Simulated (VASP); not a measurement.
Input of a VASP 6.6.1 run:

POSCAR

```
TiAl3
1.0
    3.9556712500      0.0000000000      0.0000000000
    0.0000000000      3.9556712500      0.0000000000
    0.1582268500      0.0000000000      3.9556712500
Ti Al
1 3
Direct
    0.0000000000      0.0000000000      0.0000000000
    0.5000000000      0.5000000000      0.0000000000
    0.5000000000      0.0000000000      0.5000000000
    0.0000000000      0.5000000000      0.5000000000
```

INCAR.step1

```
SYSTEM = TiAl3
PREC     = Accurate       ! precision mode
ENCUT    = 520            ! plane-wave cutoff, eV
ISMEAR   = 0              ! smearing method
SIGMA    = 0.1            ! smearing width, eV
LREAL    = .FALSE.        ! projectors in reciprocal space
LASPH    = .TRUE.         ! aspherical terms in the spheres
NELM     = 60             ! most SCF steps
NBANDS   = 18             ! bands
GGA      = PE             ! functional
ALGO     = Normal         ! electronic algorithm
EDIFF    = 1E-4           ! SCF threshold, eV
LWAVE    = .TRUE.         ! write WAVECAR
LCHARG   = .FALSE.        ! write CHGCAR
```

The input INCAR.step2:

```
SYSTEM = TiAl3
PREC     = Accurate       ! precision mode
ENCUT    = 520            ! plane-wave cutoff, eV
EDIFF    = 1E-7           ! SCF threshold, eV
ISMEAR   = 0              ! smearing method
SIGMA    = 0.1            ! smearing width, eV
LREAL    = .FALSE.        ! projectors in reciprocal space
LASPH    = .TRUE.         ! aspherical terms in the spheres
NELM     = 60             ! most SCF steps
ALGO     = Normal         ! electronic algorithm
ISIF     = 2              ! what is computed and relaxed
LWAVE    = .FALSE.        ! write WAVECAR
LCHARG   = .FALSE.        ! write CHGCAR
METAGGA  = R2SCAN         ! meta-GGA
LMIXTAU  = .TRUE.       
NBANDS   = 18             ! bands
ISTART   = 1
```

KPOINTS

```
Automatic mesh
0
G
  14 14 14
  0 0 0
```

Potentials or basis: VASP PAW PBE potentials, release 64 (Ti_sv, Al).

Command:

```sh
$ cat potpaw_PBE.64/Ti_sv/POTCAR potpaw_PBE.64/Al/POTCAR > POTCAR
$ cp INCAR.step1 INCAR
$ mpirun -np 1 vasp_std > vasp.out
$ cp INCAR.step2 INCAR
$ mpirun -np 1 vasp_std > vasp.out
```

Problem. Estimate the band gap on the k mesh.

Solution. Zero (an odd number of electrons rules out a gap without spin polarisation).

Problem. Estimate the pressure.

Solution. 0.1 GPa.

Stress tensor (GPa, compression positive):
```
 0.21  0.00 -3.54
 0.00 -0.20  0.00
-3.54  0.00  0.39
```

Caveat: the cell differs from its parent crystal (shear of c along a, cell held: +4.0 %); the PAW data sets were made with another functional, which shifts forces and pressure a little.
